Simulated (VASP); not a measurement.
# GaN (P6_3mc) in VASP: notebook

The runs below take GaN through single point, with r2SCAN+D3(BJ), r2SCAN, HSE06, PBE exchange alone, PBE0.

Program: VASP 6.6.1. These are calculated values, not measurements. Logs are shortened: lines on timing, memory, paths and dates and some standing lists are left out, and cuts for length are marked.

**What was measured.**

From “Studying electronic properties in GaN without electrical contacts using γ-γ vs e−-γ Perturbed Angular Correlations”, 2019, pmc:6823545, for a bulk crystal of GaN: band gap 3.503 ± 0.005 eV (direct).

The results are compared with them further down.

## Step 1: The cell of the first run

Symmetry: P6_3mc, No. 186, hexagonal system. The conventional cell has a = 3.180 Å, b = 3.180 Å, c = 5.166 Å, α = 90.00°, β = 90.00°, γ = 120.00°. Within 2.6 Å of Ga (site symmetry 3m) lie 4 N at 1.94 to 1.95 Å. Within 2.6 Å of N (site symmetry 3m) lie 4 Ga at 1.94 to 1.95 Å.

## Step 2: Single point, r2SCAN+D3(BJ)

Input file POSCAR:

```
GaN
1.0
    3.1800000000      0.0000000000      0.0000000000
   -1.5900000000      2.7539607840      0.0000000000
    0.0000000000      0.0000000000      5.1660000000
Ga N
2 2
Direct
    0.6666666667      0.3333333333      0.5000000000
    0.3333333333      0.6666666667      0.0000000000
    0.6666666667      0.3333333333      0.8750000000
    0.3333333333      0.6666666667      0.3750000000
```

Input file INCAR.step1:

```
SYSTEM = GaN
  PREC = Accurate
  ENCUT = 1460
  ISMEAR = -1
  SIGMA = 0.05
  LREAL = .False.
  LASPH = .True.
  NELM = 120
  NBANDS = 26
  GGA = PE
  ALGO = Normal
  EDIFF = 1E-5
  LWAVE = .True.
  LCHARG = .False.
  GGA_COMPAT = .False.
```

Input file INCAR.step2:

```
SYSTEM = GaN
  PREC = Accurate
  ENCUT = 1460
  EDIFF = 1E-6
  ISMEAR = -1
  SIGMA = 0.05
  LREAL = .False.
  LASPH = .True.
  NELM = 120
  ALGO = Normal
  ISIF = 2
  LWAVE = .False.
  LCHARG = .True.
  METAGGA = R2SCAN
  LMIXTAU = .True.
  IVDW = 12
  VDW_S6 = 1.0
  VDW_S8 = 0.78981345
  VDW_A1 = 0.49484001
  VDW_A2 = 5.73083694
  LELF = .True.
  LVHAR = .True.
  NBANDS = 26
  ISTART = 1
  GGA_COMPAT = .False.
```

Input file KPOINTS:

```
Automatic mesh
0
Gamma
  10 10 5
  0 0 0
```

Potentials or basis: VASP PAW PBE potentials, release 64 (Ga_d, N_h).

Started as:

```
$ cat potpaw_PBE.64/Ga_d/POTCAR potpaw_PBE.64/N_h/POTCAR > POTCAR
$ cp INCAR.step1 INCAR
$ mpirun -np 1 vasp_std > vasp.out
$ cp INCAR.step2 INCAR
$ mpirun -np 1 vasp_std > vasp.out
```

OUTCAR:

```text
SYSTEM = GaN
   PREC = Accurate
   ENCUT = 1460
   EDIFF = 1E-6
   ISMEAR = -1
   LREAL = .False.
   LASPH = .True.
   NELM = 120
   ISIF = 2
   METAGGA = R2SCAN
   IVDW = 12
   ISTART = 1
 IVDW          = 12

 ion  position               nearest neighbor table
   1  0.667  0.333  0.500-   3 1.94   4 1.95   4 1.95   4 1.95
   2  0.333  0.667  0.000-   4 1.94   3 1.95   3 1.95   3 1.95
   3  0.667  0.333  0.875-   1 1.94   2 1.95   2 1.95   2 1.95
   4  0.333  0.667  0.375-   2 1.94   1 1.95   1 1.95   1 1.95

  LATTYP: Found a hexagonal cell.
 ALAT       =     3.1800000000
 C/A-ratio  =     1.6245283019

  Lattice vectors:

 A1 = (   3.1800000000,   0.0000000000,   0.0000000000)
 A2 = (  -1.5900000000,   2.7539607840,   0.0000000000)
 A3 = (   0.0000000000,   0.0000000000,   5.1660000000)

Analysis of symmetry for initial positions (statically):
=====================================================================
 Subroutine PRICEL returns:
 Original cell was already a primitive cell.

 Routine SETGRP: Setting up the symmetry group for a
 hexagonal supercell.

 Subroutine GETGRP returns: Found 12 space group operations
 (whereof  6 operations were pure point group operations)
 out of a pool of 24 trial point group operations.

The static configuration has the point symmetry C_3v.
 The point group associated with its full space group is C_6v.

Analysis of symmetry for dynamics (positions and initial velocities):
=====================================================================
 Subroutine PRICEL returns:
 Original cell was already a primitive cell.

 Routine SETGRP: Setting up the symmetry group for a
 hexagonal supercell.

 Subroutine GETGRP returns: Found 12 space group operations
 (whereof  6 operations were pure point group operations)
 out of a pool of 24 trial point group operations.

The dynamic configuration has the point symmetry C_3v.
 The point group associated with its full space group is C_6v.

 Subroutine INISYM returns: Found 12 space group operations
 (whereof  6 operations are pure point group operations),
 and found     1 'primitive' translations

----------------------------------------------------------------------------------------

                                     Primitive cell

  volume of cell :      45.2417
[... 89 lines left out ...]
   LSORBIT =      F    spin-orbit coupling
   LASPH  =      T    aspherical Exc in radial PAW
   ENCUT  = 1460.0 eV 107.31 Ry   10.36 a.u.   9.91  9.91 16.09*2*pi/ulx,y,z
   NELM   =    120;   NELMIN=  2; NELMDL=  0     # of ELM steps
   EDIFF  = 0.1E-05   stopping-criterion for ELM
   LREAL  =      F    real-space projection
   EDIFFG = 0.1E-04   stopping-criterion for IOM
   NSW    =      0    number of steps for IOM
   IBRION =     -1    ionic relax: 0-MD 1-quasi-New 2-CG
   NFREE  =      0    steps in history (QN), initial steepest desc. (CG)
   ISIF   =      2    stress and relaxation
   ISYM   =      2    0-nonsym 1-usesym 2-fastsym
   POTIM  = 0.5000    time-step for ionic-motion
   TEBEG  =    0.0;   TEEND  =   0.0 temperature during run
   PSTRESS=    0.0 pullay stress
   NELECT =      36.0000    total number of electrons
   NUPDOWN=      -1.0000    fix difference up-down
   EMIN   =  10.00;   EMAX   =-10.00  energy-range for DOS
   EFERMI =   0.00;   METHOD = LEGACY
   ISMEAR =    -1;   SIGMA  =   0.05  broadening in eV -4-tet -1-fermi 0-gaus
   EFERMI_NEDOS =   21; number of points for ismear=-14 and -15
   IALGO  =     38    algorithm
   IMIX   =      4    mixing-type and parameters
     AMIX     =   0.40;   BMIX     =  1.00
     AMIX_MAG =   1.60;   BMIX_MAG =  1.00
  volume/ion in A,a.u.               =      11.31        76.33
  Fermi-wavevector in a.u.,A,eV,Ry     =   1.517036  2.866782 31.312427  2.301398
  Thomas-Fermi vector in A             =   2.626345
   LORBIT       =      0    0 simple, 1 ext, 2 COOP (PROOUT), +10 PAW based schemes
   METAGGA = R2SCAN    functional components
   LHFCALC =     F    Hartree Fock is set to
   AEXX    =    0.0000 exact exchange contribution
   IVDW    =    12    specifies the selected vdW correction
   LEPSILON=     F    determine dielectric tensor
   LRPA    =     F    only Hartree local field effects (RPA)
 non-spin polarized calculation
  energy-cutoff  :     1460.00
  volume of cell :       45.24
 maximum number of plane-waves:      5760
 NGX is ok and might be reduce to    40
   NGX = 19   NGY = 19   NGZ = 33

 number of electron      36.0000000 magnetization

 Free energy of the ion-electron system (eV)
  ---------------------------------------------------
  ext. energy  EPLUGINS =         0.00000000
  ---------------------------------------------------
  free energy    TOTEN  =       -43.82366578 eV

  energy without entropy =      -43.82366578  energy(sigma->0) =      -43.82366578

 E-fermi :   6.5273     XC(G=0): -12.6874

 val. band max:        5.4650547950   @ k =   0.0000   0.0000   0.0000
 cond. band min:       7.8397057417   @ k =   0.0000   0.0000   0.0000
 fundamental gap:      2.3746509467
 Fermi energy:         6.5273280010

 k-point     1 :       0.0000    0.0000    0.0000
  band No.  band energies     occupation
      1     -11.4017      2.00000
      2     -10.3716      2.00000
      3      -8.3780      2.00000
      4      -8.3557      2.00000
      5      -8.3557      2.00000
      6      -8.2844      2.00000
[... 685 lines left out ...]
     25      18.1954      0.00000
     26      19.7547      0.00000

 [... further k-points ...]

------------------------ aborting loop because EDIFF is reached ----------------------------------------

 Edisp (eV)   -0.48480

 E8    (eV) :    -0.1528

  FORCE on cell =-STRESS in cart. coord.  units (eV):
  Direction    XX          YY          ZZ          XY          YZ          ZX
  --------------------------------------------------------------------------------------
  -------------------------------------------------------------------------------------
  Total      -0.08334    -0.08334     0.50596     0.00000    -0.00000     0.00000
  in kB      -2.95148    -2.95148    17.91781     0.00000    -0.00000     0.00000
  external pressure =        4.00 kB  Pullay stress =        0.00 kB

 VOLUME and BASIS-vectors are now :
 -----------------------------------------------------------------------------
  energy-cutoff  :     1460.00
  volume of cell :       45.24
      direct lattice vectors                 reciprocal lattice vectors
     3.180000000  0.000000000  0.000000000     0.314465409  0.181556688  0.000000000
    -1.590000000  2.753960784  0.000000000     0.000000000  0.363113377  0.000000000
     0.000000000  0.000000000  5.166000000     0.000000000  0.000000000  0.193573364

 POSITION                                       TOTAL-FORCE (eV/Angst)
 -----------------------------------------------------------------------------------
      1.59000      0.91799      2.58300        -0.000000     -0.000000     -0.142762
     -0.00000      1.83597      0.00000         0.000000      0.000000     -0.142762
      1.59000      0.91799      4.52025        -0.000000      0.000000      0.142762
     -0.00000      1.83597      1.93725         0.000000     -0.000000      0.142762
 -----------------------------------------------------------------------------------
    total drift:                               -0.000000      0.000000     -0.001782

  FREE ENERGIE OF THE ION-ELECTRON SYSTEM (eV)
  ---------------------------------------------------
  free  energy   TOTEN  =       -44.3084685757 eV

  energy  without entropy=      -44.3084685757  energy(sigma->0) =      -44.30846858
```

OSZICAR.step1:

```text
N       E                     dE             d eps       ncg     rms          rms(c)
DAV:   1     0.420283403700E+03    0.42028E+03   -0.31718E+04  2410   0.481E+03
DAV:   2     0.458614702586E+02   -0.37442E+03   -0.35297E+03  2240   0.809E+02
DAV:   3    -0.233347888640E+02   -0.69196E+02   -0.66841E+02  2668   0.215E+02
DAV:   4    -0.281897299463E+02   -0.48549E+01   -0.47900E+01  2636   0.531E+01
DAV:   5    -0.283379545010E+02   -0.14822E+00   -0.14783E+00  2814   0.849E+00    0.109E+01
DAV:   6    -0.242265489652E+02    0.41114E+01   -0.10076E+01  3712   0.491E+01    0.270E+00
DAV:   7    -0.243178861589E+02   -0.91337E-01   -0.13952E+00  2334   0.851E+00    0.200E+00
DAV:   8    -0.243194854083E+02   -0.15992E-02   -0.16429E-01  3710   0.550E+00    0.856E-01
DAV:   9    -0.243031920222E+02    0.16293E-01   -0.67281E-02  3582   0.443E+00    0.117E-01
DAV:  10    -0.243037930746E+02   -0.60105E-03   -0.45790E-03  2702   0.741E-01    0.541E-02
DAV:  11    -0.243038196678E+02   -0.26593E-04   -0.43744E-04  2858   0.250E-01    0.110E-02
DAV:  12    -0.243038294643E+02   -0.97965E-05   -0.63945E-05  2548   0.150E-01
   1 F= -.24303829E+02 E0= -.24303829E+02  d E =-.519262E-10
```

Run time: 10 min. Hardware: 1 thread of Intel Xeon Platinum 8259CL at 2.50GHz (Skylake/Cascade Lake), shared host; peak memory 0.47 GiB.

Results:

* Free energy: -44.3085 eV
* Pressure: 0.4 GPa
* Largest force: 0.143 eV/Å
* Band gap on the k mesh: 2.37 eV
* Dispersion energy per atom: -0.121 eV

Forces in eV/Å, atoms in the order of the input:
```
Ga   0.000  0.000 -0.143
Ga   0.000  0.000 -0.143
N    0.000  0.000  0.143
N    0.000  0.000  0.143
```

Caveat: the PAW data sets were made with another functional, which shifts forces and pressure a little.

## Step 3: Single point, r2SCAN, non-collinear spin, zero start, spin-orbit coupling

This run uses another cell than the first one, of 11.99 Å³/atom.

Input file POSCAR:

```
GaN
1.0
    3.2423687753      0.0000000000      0.0000000000
   -1.6211843877      2.8079737278      0.0000000000
    0.0000000000      0.0000000000      5.2673198406
Ga N
2 2
Direct
    0.6666666667      0.3333333333      0.5000000000
    0.3333333333      0.6666666667      0.0000000000
    0.6666666667      0.3333333333      0.8750000000
    0.3333333333      0.6666666667      0.3750000000
```

Input file INCAR.step1:

```
PREC     = Accurate       # precision mode
ENCUT    = 520            # plane-wave cutoff, eV
ISMEAR   = -1             # smearing method
SIGMA    = 0.05           # smearing width, eV
LREAL    = False          # projectors in reciprocal space
LASPH    = True           # aspherical terms in the spheres
NELM     = 150            # most SCF steps
MAGMOM   = 0 0 0 0 0 0 0 0 0 0 0 0 # initial moments
LSORBIT  = True           # spin-orbit coupling
GGA_COMPAT= False        
NBANDS   = 50             # bands
GGA      = PE             # functional
ALGO     = Normal         # electronic algorithm
EDIFF    = 1E-4           # SCF threshold, eV
LWAVE    = True           # write WAVECAR
LCHARG   = False          # write CHGCAR
```

Input file INCAR.step2:

```
PREC     = Accurate       # precision mode
ENCUT    = 520            # plane-wave cutoff, eV
EDIFF    = 1E-7           # SCF threshold, eV
ISMEAR   = -1             # smearing method
SIGMA    = 0.05           # smearing width, eV
LREAL    = False          # projectors in reciprocal space
LASPH    = True           # aspherical terms in the spheres
NELM     = 150            # most SCF steps
ALGO     = Normal         # electronic algorithm
ISIF     = 2              # what is computed and relaxed
LWAVE    = False          # write WAVECAR
LCHARG   = False          # write CHGCAR
MAGMOM   = 0 0 0 0 0 0 0 0 0 0 0 0 # initial moments
LORBIT   = 11             # projections on sites
LSORBIT  = True           # spin-orbit coupling
GGA_COMPAT= False        
LORBMOM  = True         
METAGGA  = R2SCAN         # meta-GGA
LMIXTAU  = True         
NBANDS   = 50             # bands
ISTART   = 1
```

Input file KPOINTS:

```
Automatic mesh
0
Gamma
  10 10 5
```

Potentials or basis: VASP PAW PBE potentials, release 64 (Ga_d, N).

Started as:

```
$ cat potpaw_PBE.64/Ga_d/POTCAR potpaw_PBE.64/N/POTCAR > POTCAR
$ cp INCAR.step1 INCAR
$ mpirun -np 1 vasp_ncl > vasp.out
$ cp INCAR.step2 INCAR
$ mpirun -np 1 vasp_ncl > vasp.out
```

Run time: 12 min. Hardware: 1 thread of Intel Xeon 6975P-C (Granite Rapids), shared host; peak memory 0.46 GiB.

The run converged. Its results:

```yaml
Free_energy: -43.7713 eV
Pressure: -8.4 GPa
Largest_force: 0.122 eV/Å
Net_moment: 0.00 μB per cell
Valence_electrons_inside_the_program's_atomic_spheres: Ga 11.73; N 3.74
```

Forces in eV/Å, atoms in the order of the input:
```
Ga   0.000  0.000 -0.122
Ga   0.000  0.000 -0.122
N    0.000  0.000  0.122
N    0.000  0.000  0.122
```

Stress tensor (GPa, compression positive):
```
-8.90  0.00  0.00
 0.00 -8.90  0.00
 0.00  0.00 -7.26
```

Moments on the atoms (μB; x, y, z):
```
Ga  0.00 0.00 0.00
Ga  0.00 0.00 0.00
N   0.00 0.00 0.00
N   0.00 0.00 0.00
```

Caveat: the cell stands under tension; the PAW data sets were made with another functional, which shifts forces and pressure a little.

## Step 4: Single point, HSE06

This run uses another cell than the first one, of 11.37 Å³/atom.

Input file POSCAR:

```
GaN
1.0
    3.1847488365      0.0000000000      0.0000000000
   -1.5923744182      2.7580733971      0.0000000000
    0.0000000000      0.0000000000      5.1764795540
Ga N
2 2
Direct
    0.6666666667      0.3333333333      0.4988654490
    0.3333333333      0.6666666667     -0.0011345510
    0.6666666667      0.3333333333      0.8761345510
    0.3333333333      0.6666666667      0.3761345510
```

Input file INCAR.step1:

```
  ALGO = Normal
  EDIFF = 1E-5
  ENCUT = 520
  GGA = PE
  ISIF = 2
  ISMEAR = -1
  LASPH = True
  LCHARG = False
  LREAL = False
  LWAVE = True
  NBANDS = 26
  NELM = 80
  PREC = Accurate
  SIGMA = 0.05
```

Input file INCAR.step2:

```
  ALGO = Normal
  EDIFF = 1E-6
  ENCUT = 520
  GGA = PE
  HFSCREEN = 0.2079
  ISIF = 2
  ISMEAR = -1
  ISTART = 1
  LASPH = True
  LCHARG = False
  LHFCALC = True
  LREAL = False
  LWAVE = False
  NBANDS = 26
  NELM = 80
  PREC = Accurate
  PRECFOCK = Normal
  SIGMA = 0.05
```

Input file KPOINTS:

```
k-points
0
Gamma
  5 5 3
```

Potentials or basis: VASP PAW PBE potentials, release 64 (Ga_d, N).

Started as:

```
$ cat potpaw_PBE.64/Ga_d/POTCAR potpaw_PBE.64/N/POTCAR > POTCAR
$ cp INCAR.step1 INCAR
$ mpirun -np 1 vasp_std > vasp.out
$ cp INCAR.step2 INCAR
$ mpirun -np 1 vasp_std > vasp.out
```

OUTCAR:

```text
EDIFF = 1E-6
   ENCUT = 520
   GGA = PE
   HFSCREEN = 0.2079
   ISIF = 2
   ISMEAR = -1
   ISTART = 1
   LASPH = True
   LHFCALC = True
   LREAL = False
   NELM = 80
   PREC = Accurate
   PRECFOCK = Normal

 ion  position               nearest neighbor table
   1  0.667  0.333  0.499-   4 1.95   4 1.95   4 1.95   3 1.95
   2  0.333  0.667  0.999-   3 1.95   3 1.95   3 1.95   4 1.95
   3  0.667  0.333  0.876-   2 1.95   2 1.95   2 1.95   1 1.95
   4  0.333  0.667  0.376-   1 1.95   1 1.95   1 1.95   2 1.95

  LATTYP: Found a hexagonal cell.
 ALAT       =     3.1847488365
 C/A-ratio  =     1.6253964817

  Lattice vectors:

 A1 = (   3.1847488365,   0.0000000000,   0.0000000000)
 A2 = (  -1.5923744182,   2.7580733971,   0.0000000000)
 A3 = (   0.0000000000,   0.0000000000,   5.1764795540)

Analysis of symmetry for initial positions (statically):
=====================================================================
 Subroutine PRICEL returns:
 Original cell was already a primitive cell.

 Routine SETGRP: Setting up the symmetry group for a
 hexagonal supercell.

 Subroutine GETGRP returns: Found 12 space group operations
[... 163 lines left out ...]

 E-fermi :   5.6121     XC(G=0):  -9.5817

 val. band max:        4.5434888136   @ k =   0.0000   0.0000   0.0000
 cond. band min:       7.7759220395   @ k =   0.0000   0.0000   0.0000
 fundamental gap:      3.2324332260
 Fermi energy:         5.6120518436

 k-point     1 :       0.0000    0.0000    0.0000
  band No.  band energies     occupation
      1     -12.9781      2.00000
      2     -12.3392      2.00000
      3     -11.0225      2.00000
      4     -11.0065      2.00000
      5     -11.0065      2.00000
      6     -10.9456      2.00000
[... 279 lines left out ...]
     25      18.7472      0.00000
     26      19.6410      0.00000

------------------------ aborting loop because EDIFF is reached ----------------------------------------

  FORCE on cell =-STRESS in cart. coord.  units (eV):
  Direction    XX          YY          ZZ          XY          YZ          ZX
  --------------------------------------------------------------------------------------
  -------------------------------------------------------------------------------------
  Total       -0.0190201     -0.0190201      0.0015452     -0.0000000     -0.0000000      0.0000000
  in kB       -0.6702046     -0.6702046      0.0544479     -0.0000000     -0.0000000      0.0000000
  external PRESSURE =      -0.4286537 kB  Pullay stress =       0.0000000 kB

 VOLUME and BASIS-vectors are now :
 -----------------------------------------------------------------------------
  energy-cutoff  :      520.00
  volume of cell :       45.47
      direct lattice vectors                 reciprocal lattice vectors
     3.184748836  0.000000000  0.000000000     0.313996504  0.181285966  0.000000000
    -1.592374418  2.758073397  0.000000000     0.000000000  0.362571932  0.000000000
     0.000000000  0.000000000  5.176479554     0.000000000  0.000000000  0.193181484

 POSITION                                       TOTAL-FORCE (eV/Angst)
 -----------------------------------------------------------------------------------
      1.59237      0.91936      2.58237        -0.000000      0.000000     -0.001220
     -0.00000      1.83872      5.17061         0.000000     -0.000000     -0.001220
      1.59237      0.91936      4.53529        -0.000000     -0.000000      0.001220
     -0.00000      1.83872      1.94705        -0.000000      0.000000      0.001220
 -----------------------------------------------------------------------------------
    total drift:                               -0.000000     -0.000001     -0.000926

  FREE ENERGIE OF THE ION-ELECTRON SYSTEM (eV)
  ---------------------------------------------------
  free  energy   TOTEN  =       -29.5055138007 eV

  energy  without entropy=      -29.5055138006  energy(sigma->0) =      -29.50551380
```

OSZICAR.step1:

```text
N       E                     dE             d eps       ncg     rms          rms(c)
DAV:   1     0.284261539967E+03    0.28426E+03   -0.17901E+04   592   0.264E+03
DAV:   2     0.895823513287E+01   -0.27530E+03   -0.25737E+03   544   0.496E+02
DAV:   3    -0.270542906369E+02   -0.36013E+02   -0.35444E+02   620   0.144E+02
DAV:   4    -0.282964657882E+02   -0.12422E+01   -0.12361E+01   604   0.286E+01
DAV:   5    -0.283253815575E+02   -0.28916E-01   -0.28885E-01   644   0.418E+00    0.110E+01
DAV:   6    -0.241990241866E+02    0.41264E+01   -0.99389E+00   864   0.492E+01    0.307E+00
DAV:   7    -0.242951362787E+02   -0.96112E-01   -0.14076E+00   550   0.892E+00    0.270E+00
DAV:   8    -0.242915215155E+02    0.36148E-02   -0.14511E-01   864   0.510E+00    0.830E-01
DAV:   9    -0.242770191274E+02    0.14502E-01   -0.46944E-02   848   0.369E+00    0.336E-01
DAV:  10    -0.242775827283E+02   -0.56360E-03   -0.42451E-03   544   0.408E-01    0.715E-02
DAV:  11    -0.242775532676E+02    0.29461E-04   -0.30775E-04   794   0.323E-01    0.370E-02
DAV:  12    -0.242775517308E+02    0.15368E-05   -0.48303E-05   554   0.778E-02
   1 F= -.24277552E+02 E0= -.24277552E+02  d E =-.314348E-09
```

Wall time 26 min (1 thread of Intel Xeon 6975P-C (Granite Rapids), shared host); peak memory 0.26 GiB.

What came out:

```
Free energy            : -29.5055 eV
Pressure               : 0.0 GPa
Band gap on the k mesh : 3.23 eV
```

Caveat: the k points lie up to 0.46 Å⁻¹ apart; the PAW data sets were made with another functional, which shifts forces and pressure a little.

(Part 1 of 2 ends here.)
